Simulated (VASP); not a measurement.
The system is MgS.

```
Mg S
1.0
     3.93152   -0.02814    0.01356
    -1.99013    3.42707   -0.01047
     0.04386   -0.01379   12.86315
Mg S
4 4
Direct
  0.66562 0.33385 0.03757
  0.00754 0.01131 0.28539
  0.98432 0.99473 0.78516
  0.31413 0.64820 0.53856
  0.67330 0.33400 0.23106
  0.01517 0.00864 0.97783
  0.99476 0.98091 0.47199
  0.34515 0.68836 0.73038
```

| Quantity | Value |
| --- | --- |
| Program | VASP 6.6.1 |
| Task | relaxation of cell and atoms |
| Functional | PBE |
| Dispersion | D3(BJ) |
| Potentials or basis | VASP PAW PBE potentials, release 64 (Mg, S) |
| Cutoff | 600 eV |
| k mesh | 6 × 6 × 1 |
| Occupations | gaussian, width 0.1 eV |
| Spin | no spin polarisation |

At the start: pressure 2.2 GPa; volume 21.57 Å³/atom.

**Question.** Where does the relaxation end?

**Answer.** Over 12 steps the energy falls by 22.6 meV/atom and the volume is 22.22 Å³/atom (+3.0 %); space group Cm (No. 8, to 0.1 Å) before, P2_1 (No. 4, to 0.1 Å).

Step by step:
```csv
step,energy change (eV),largest force (eV/Å),pressure (GPa),volume (Å³)
1,0.0000,1.1438,2.15,172.59
2,-0.1548,0.3214,-0.72,179.89
3,-0.1580,0.3511,-0.40,178.89
4,-0.1711,0.1492,-0.05,177.84
5,-0.1739,0.1169,0.20,177.11
6,-0.1770,0.0882,0.02,177.68
7,-0.1777,0.0797,-0.13,178.13
8,-0.1790,0.0664,-0.02,177.82
9,-0.1793,0.0599,0.04,177.63
10,-0.1800,0.0359,0.01,177.72
11,-0.1801,0.0460,-0.01,177.80
12,-0.1805,0.0234,0.00,177.78
```

Final structure:
```
Mg S
1.0
     3.98155   -0.00375   -0.00391
    -1.99426    3.45740    0.00129
    -0.01131   -0.00207   12.92133
Mg S
4 4
Direct
  0.67316 0.33811 0.03834
  0.00492 0.00260 0.28758
  0.99877 0.00571 0.78750
  0.32439 0.65389 0.53837
  0.67163 0.33648 0.22678
  0.00485 0.00375 0.97619
  0.99180 0.98817 0.47640
  0.33047 0.67129 0.72676
```

Caveat: the k points lie up to 0.49 Å⁻¹ apart in the final cell.
